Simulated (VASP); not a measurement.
A run of VASP 6.6.1:

INCAR

```
PREC = Accurate
ENCUT = 520
EDIFF = 1E-6
ISMEAR = 0
SIGMA = 0.1
LREAL = F
LASPH = T
NELM = 80
ALGO = Normal
ISIF = 2
LWAVE = F
LCHARG = F
GGA = PE
NBANDS = 26
```

Contents of KPOINTS:

```
regular mesh
0
Gamma
  6 6 4
```

Contents of POSCAR:

```
Si5Ge
1.0
    4.9383099900      0.0000000000      0.0000000000
   -2.4691549900      4.2767019000      0.0000000000
    0.0000000000      0.0000000000      4.5106994300
Si Ge
5 1
Direct
    0.3333333300      0.3333333300      0.0000000000
    0.0000000000      0.6666666700      0.0000000000
    0.6666666700      0.0000000000      0.0000000000
    0.6666666700      0.3333333300      0.5000000000
    0.3333333300      0.6666666700      0.5000000000
    0.0000000000      0.0000000000      0.5000000000
```

Potentials or basis: VASP PAW PBE potentials, release 64 (Si, Ge_d).

Run with:

```console
$ cat potpaw_PBE.64/Si/POTCAR potpaw_PBE.64/Ge_d/POTCAR > POTCAR
$ mpirun -np 1 vasp_std > vasp.out
```

Hardware: 1 thread of Intel(R) Xeon(R) Platinum 8259CL CPU @ 2.50GHz (Skylake/Cascade Lake) (shared host).

Task: How long does it take, and how much memory?

Result: Wall time 53 s on 1 thread of Intel(R) Xeon(R) Platinum 8259CL CPU @ 2.50GHz (Skylake/Cascade Lake), on a shared host, peak memory 0.24 GiB. Counts: scf iterations 11, k points 21.
